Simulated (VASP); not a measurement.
# Sn5Ge (Cmmm) in VASP: relaxation of cell and atoms with PBE

Aim: the relaxation of cell and atoms of Sn5Ge with PBE.

Program: VASP 6.6.1. These are calculated values, not measurements. Logs are shortened: lines on timing, memory, paths and dates and some standing lists are left out, and cuts for length are marked.

**1. The cell of the first run**

Symmetry: Cmmm, No. 65, orthorhombic system. The conventional cell has a = 4.739 Å, b = 14.217 Å, c = 4.739 Å, α = 90.00°, β = 90.00°, γ = 90.00°. Sn (site symmetry m2m) has 10 Sn at 3.35 Å and 2 Ge at 3.35 Å within 4.4 Å. Within 4.4 Å of Sn (site symmetry m2m) lie 10 Sn at 3.35 Å and 2 Ge at 3.35 Å. Within 4.4 Å of Sn (site symmetry mmm) lie 4 Ge at 3.35 Å and 8 Sn at 3.35 Å. Within 4.4 Å of Ge (site symmetry mmm) lie 12 Sn at 3.35 Å.

**2. Relaxation of cell and atoms, PBE**

INCAR

```
SYSTEM = Sn5Ge
  PREC = Accurate
  ENCUT = 500
  EDIFF = 1E-7
  ISMEAR = 0
  SIGMA = 0.1
  LREAL = .FALSE.
  LASPH = .TRUE.
  NELM = 120
  ALGO = Normal
  ISIF = 3
  LWAVE = .FALSE.
  LCHARG = .FALSE.
  GGA = PE
  IBRION = 2
  NSW = 100
  EDIFFG = -0.01
  GGA_COMPAT = .FALSE.
  NELMIN = 4
  KPAR = 4
```

KPOINTS

```
Automatic mesh
0
G
  8 8 8
  0 0 0
```

POSCAR

```
Sn5Ge
1.0
    2.3694929300     -7.1084788000      0.0000000000
    2.3694929300      7.1084788000      0.0000000000
    0.0000000000      0.0000000000      4.7389858700
Sn Ge
5 1
Direct
    0.6666666700      0.3333333300      0.0000000000
    0.1666666700      0.8333333300      0.5000000000
    0.3333333300      0.6666666700      0.0000000000
    0.5000000000      0.5000000000      0.5000000000
    0.8333333300      0.1666666700      0.5000000000
    0.0000000000      0.0000000000      0.0000000000
```

Potentials or basis: VASP PAW PBE potentials, release 64 (Sn_d, Ge_d).

Started as:

```console
cat potpaw_PBE.64/Sn_d/POTCAR potpaw_PBE.64/Ge_d/POTCAR > POTCAR
mpirun -np 4 vasp_std > vasp.out
```

OUTCAR:

```text
SYSTEM = Sn5Ge
   PREC = Accurate
   ENCUT = 500
   EDIFF = 1E-7
   ISMEAR = 0
   LREAL = .FALSE.
   LASPH = .TRUE.
   NELM = 120
   ISIF = 3
   GGA = PE
   IBRION = 2
   NSW = 100
   EDIFFG = -0.01
   NELMIN = 4

 ion  position               nearest neighbor table
   1  0.667  0.333  0.000-   3 3.35   3 3.35   5 3.35   5 3.35   2 3.35   2 3.35   2 3.35   2 3.35
                             4 3.35   4 3.35
   2  0.167  0.833  0.500-   5 3.35   5 3.35   3 3.35   3 3.35   1 3.35   1 3.35   1 3.35   1 3.35
                             4 3.35   4 3.35
   3  0.333  0.667  0.000-   1 3.35   1 3.35   2 3.35   2 3.35   5 3.35   5 3.35   5 3.35   5 3.35
                             4 3.35   4 3.35
   4  0.500  0.500  0.500-   2 3.35   5 3.35   2 3.35   5 3.35   1 3.35   3 3.35   1 3.35   3 3.35

   5  0.833  0.167  0.500-   2 3.35   2 3.35   1 3.35   1 3.35   3 3.35   3 3.35   3 3.35   3 3.35
                             4 3.35   4 3.35
   6  0.000  0.000  0.000-

  LATTYP: Found a base centered orthorhombic cell.
 ALAT       =     4.7389858600
 B/A-ratio  =     3.0000000042
 C/A-ratio  =     1.0000000021

  Lattice vectors:

 A1 = (   2.3694929300,  -7.1084788000,   0.0000000000)
 A2 = (   2.3694929300,   7.1084788000,   0.0000000000)
 A3 = (   0.0000000000,   0.0000000000,   4.7389858700)

Analysis of symmetry for initial positions (statically):
=====================================================================
 Subroutine PRICEL returns:
 Original cell was already a primitive cell.

 Routine SETGRP: Setting up the symmetry group for a
 base centered orthorhombic supercell.

 Subroutine GETGRP returns: Found  8 space group operations
 (whereof  8 operations were pure point group operations)
 out of a pool of  8 trial point group operations.

The static configuration has the point symmetry D_2h.

Analysis of symmetry for dynamics (positions and initial velocities):
=====================================================================
 Subroutine PRICEL returns:
 Original cell was already a primitive cell.

 Routine SETGRP: Setting up the symmetry group for a
 base centered orthorhombic supercell.

 Subroutine GETGRP returns: Found  8 space group operations
 (whereof  8 operations were pure point group operations)
 out of a pool of  8 trial point group operations.

The dynamic configuration has the point symmetry D_2h.

 Subroutine INISYM returns: Found  8 space group operations
 (whereof  8 operations are pure point group operations),
 and found     1 'primitive' translations

----------------------------------------------------------------------------------------

                                     Primitive cell

  volume of cell :     159.6421

  direct lattice vectors                    reciprocal lattice vectors
     2.369492930 -7.108478800  0.000000000     0.211015612 -0.070338537  0.000000000
     2.369492930  7.108478800  0.000000000     0.211015612  0.070338537  0.000000000
     0.000000000  0.000000000  4.738985870     0.000000000  0.000000000  0.211015611

  length of vectors
     7.492994568  7.492994568  4.738985870     0.222429985  0.222429985  0.211015611

  position of ions in fractional coordinates (direct lattice)
     0.666666670  0.333333330  0.000000000
     0.166666670  0.833333330  0.500000000
     0.333333330  0.666666670  0.000000000
     0.500000000  0.500000000  0.500000000
     0.833333330  0.166666670  0.500000000
     0.000000000  0.000000000  0.000000000

  ion indices of the primitive-cell ions
   primitive index   ion index
                 1           1
                 2           2
                 3           3
                 4           4
                 5           5
                 6           6

----------------------------------------------------------------------------------------

 KPOINTS: Automatic mesh

Automatic generation of k-mesh.
 Grid dimensions read from file:
 generate k-points for:    8    8    8

 Generating k-lattice:

  Cartesian coordinates                     Fractional coordinates (reciprocal lattice)
     0.026376951 -0.008792317  0.000000000     0.125000000  0.000000000  0.000000000
     0.026376951  0.008792317  0.000000000     0.000000000  0.125000000  0.000000000
     0.000000000  0.000000000  0.026376951     0.000000000  0.000000000  0.125000000

  Length of vectors
     0.027803748  0.027803748  0.026376951

  Shift w.r.t. Gamma in fractional coordinates (k-lattice)
     0.000000000  0.000000000  0.000000000

 Subroutine IBZKPT returns following result:
 ===========================================

 Found    105 irreducible k-points:

 Following reciprocal coordinates:
            Coordinates               Weight
  0.000000  0.000000  0.000000      1.000000
  0.125000  0.000000  0.000000      4.000000
  0.250000  0.000000  0.000000      4.000000
  0.375000  0.000000  0.000000      4.000000
  0.500000  0.000000  0.000000      2.000000
  0.125000  0.125000  0.000000      2.000000
[... 16 lines left out ...]
  0.125000  0.000000  0.125000      8.000000
  0.250000  0.000000  0.125000      8.000000
 [... further k-points ...]
   k-points           NKPTS =    105   k-points in BZ     NKDIM =    105   number of bands    NBANDS=     50
   number of dos      NEDOS =    301   number of ions     NIONS =      6
   total plane-waves  NPLWV = 112896
   dimension x,y,z NGX =    56 NGY =   56 NGZ =   36
   dimension x,y,z NGXF=   112 NGYF=  112 NGZF=   72
   ions per type =               5   1
   NGX,Y,Z   is equivalent  to a cutoff of  12.42, 12.42, 12.63 a.u.
   NGXF,Y,Z  is equivalent  to a cutoff of  24.85, 24.85, 25.26 a.u.
 SYSTEM =  Sn5Ge
   PREC   = accura    normal or accurate (medium, high low for compatibility)
   ISTART =      0    job   : 0-new  1-cont  2-samecut
   ICHARG =      2    charge: 1-file 2-atom 10-const
   ISPIN  =      1    spin polarized calculation?
   LNONCOLLINEAR =      F non collinear calculations
   LSORBIT =      F    spin-orbit coupling
   LASPH  =      T    aspherical Exc in radial PAW
   ENCUT  =  500.0 eV  36.75 Ry    6.06 a.u.  13.66 13.66  8.64*2*pi/ulx,y,z
   NELM   =    120;   NELMIN=  4; NELMDL= -5     # of ELM steps
   EDIFF  = 0.1E-06   stopping-criterion for ELM
   LREAL  =      F    real-space projection
   EDIFFG = -.1E-01   stopping-criterion for IOM
   NSW    =    100    number of steps for IOM
   IBRION =      2    ionic relax: 0-MD 1-quasi-New 2-CG
   NFREE  =      1    steps in history (QN), initial steepest desc. (CG)
   ISIF   =      3    stress and relaxation
   ISYM   =      2    0-nonsym 1-usesym 2-fastsym
   POTIM  = 0.5000    time-step for ionic-motion
   TEBEG  =    0.0;   TEEND  =   0.0 temperature during run
   PSTRESS=    0.0 pullay stress
   NELECT =      84.0000    total number of electrons
   NUPDOWN=      -1.0000    fix difference up-down
   EMIN   =  10.00;   EMAX   =-10.00  energy-range for DOS
   EFERMI =   0.00;   METHOD = LEGACY
   ISMEAR =     0;   SIGMA  =   0.10  broadening in eV -4-tet -1-fermi 0-gaus
   EFERMI_NEDOS =   21; number of points for ismear=-14 and -15
   IALGO  =     38    algorithm
   IMIX   =      4    mixing-type and parameters
     AMIX     =   0.40;   BMIX     =  1.00
     AMIX_MAG =   1.60;   BMIX_MAG =  1.00
  volume/ion in A,a.u.               =      26.61       179.55
  Fermi-wavevector in a.u.,A,eV,Ry     =   1.321657  2.497570 23.766347  1.746777
  Thomas-Fermi vector in A             =   2.451395
   LORBIT       =      0    0 simple, 1 ext, 2 COOP (PROOUT), +10 PAW based schemes
   GGA     = PE    functional components
   LHFCALC =     F    Hartree Fock is set to
   AEXX    =    0.0000 exact exchange contribution
   IVDW    =     0    specifies the selected vdW correction
   LEPSILON=     F    determine dielectric tensor
   LRPA    =     F    only Hartree local field effects (RPA)
 conjugate gradient relaxation of ions
 non-spin polarized calculation
 Gauss-broadening in eV      SIGMA  =   0.10
  energy-cutoff  :      500.00
  volume of cell :      159.64
 maximum number of plane-waves:      4094
   NGX = 27   NGY = 27   NGZ = 17

--------------------------------------- Ionic step        1  -------------------------------------------

 number of electron      83.9999988 magnetization

 Free energy of the ion-electron system (eV)
  ---------------------------------------------------
  ext. energy  EPLUGINS =         0.00000000
  ---------------------------------------------------
  free energy    TOTEN  =       -23.00605128 eV

  energy without entropy =      -22.99094852  energy(sigma->0) =      -22.99849990

------------------------ aborting loop because EDIFF is reached ----------------------------------------

  FORCE on cell =-STRESS in cart. coord.  units (eV):
  Direction    XX          YY          ZZ          XY          YZ          ZX
  --------------------------------------------------------------------------------------
  -------------------------------------------------------------------------------------
  Total        0.2368719     -0.2993414     -0.0688302     -0.0000000      0.0000000      0.0000000
  in kB        2.3772592     -3.0042075     -0.6907835     -0.0000000      0.0000000      0.0000000
  external PRESSURE =      -0.4392439 kB  Pullay stress =       0.0000000 kB
[... 225 lines left out ...]
  energy  without entropy=      -23.0405217578  energy(sigma->0) =      -23.04626857

--------------------------------------- Ionic step        7  -------------------------------------------

 number of electron      83.9999991 magnetization

 Free energy of the ion-electron system (eV)
  ---------------------------------------------------
  ext. energy  EPLUGINS =         0.00000000
  ---------------------------------------------------
  free energy    TOTEN  =       -23.05280073 eV

  energy without entropy =      -23.04146794  energy(sigma->0) =      -23.04713433

 E-fermi :   7.6617     XC(G=0): -10.3459

 val. band max:        7.6516811899   @ k =   0.1250   0.0000   0.0000
 cond. band min:       7.6738520758   @ k =  -0.2500   0.2500   0.1250
 fundamental gap:      0.0221708858
 Fermi energy:         7.6616998678

 k-point     1 :       0.0000    0.0000    0.0000
  band No.  band energies     occupation
      1     -17.1046      2.00000
      2     -17.1045      2.00000
      3     -17.1003      2.00000
      4     -17.1000      2.00000
      5     -17.0964      2.00000
      6     -13.9949      2.00000
[... 1261 lines left out ...]
     49      10.3623      0.00000
     50      10.4879      0.00000

 [... further k-points ...]

------------------------ aborting loop because EDIFF is reached ----------------------------------------

  FORCE on cell =-STRESS in cart. coord.  units (eV):
  Direction    XX          YY          ZZ          XY          YZ          ZX
  --------------------------------------------------------------------------------------
  -------------------------------------------------------------------------------------
  Total       -0.0278289      0.0377401     -0.0236831      0.0000000      0.0000000      0.0000000
  in kB       -0.2798677      0.3795413     -0.2381746      0.0000000      0.0000000      0.0000000
  external PRESSURE =      -0.0461670 kB  Pullay stress =       0.0000000 kB
[... 21 lines left out ...]
  FREE ENERGIE OF THE ION-ELECTRON SYSTEM (eV)
  ---------------------------------------------------
  free  energy   TOTEN  =       -23.0528007322 eV

  energy  without entropy=      -23.0414679357  energy(sigma->0) =      -23.04713433

 reached required accuracy - stopping structural energy minimisation
```

Wall time 17 min (4 MPI ranks of Intel Xeon 6975P-C (Granite Rapids), shared host); peak memory 0.77 GiB.

Results:

```
Free energy                           : -23.0528 eV
Relaxed volume                        : 26.55 Å³/atom
Relaxed cell                          : a = 7.418 Å, b = 7.418 Å, c = 4.730 Å, α = 90.00°, β = 90.00°, γ = 142.25°
Space group after relaxing (to 0.1 Å) : Cmmm (No. 65)
Energy gained by relaxing             : 7.8 meV/atom
Ionic steps                           : 7
Pressure after relaxing               : 0.0 GPa
Largest force after relaxing          : 0.009 eV/Å
Band gap on the k mesh                : zero (bands 42 and 43 overlap by 2.53 eV)
```

Forces on the atoms (eV/Å):
```
Sn   0.000  0.009  0.000
Sn   0.000  0.002  0.000
Sn   0.000 -0.009  0.000
Sn   0.000  0.000  0.000
Sn   0.000 -0.002  0.000
Ge   0.000  0.000  0.000
```

The path:
```tsv
step	energy change (eV)	largest force (eV/Å)	pressure (GPa)	volume (Å³)
1	0.0000	0.2857	-0.04	159.64
2	-0.0138	0.2413	-0.03	159.47
3	-0.0413	0.1054	0.08	158.96
4	-0.0213	0.2079	0.66	157.89
5	-0.0463	0.0106	0.22	158.63
6	-0.0460	0.0060	-0.27	160.23
7	-0.0467	0.0088	0.00	159.31
```

Final structure:
```
Sn Ge
1.0
     2.39955   -7.01897    0.00000
     2.39955    7.01897    0.00000
     0.00000    0.00000    4.72956
Sn Ge
5 1
Direct
  0.66090 0.33910 0.00000
  0.16169 0.83831 0.50000
  0.33910 0.66090 0.00000
  0.50000 0.50000 0.50000
  0.83831 0.16169 0.50000
  0.00000 0.00000 0.00000
```

Caveat: spin-orbit coupling is left out, which moves the levels of the heavy elements.

The gap in the log of VASP goes by the Fermi energy; the results here count the filled bands.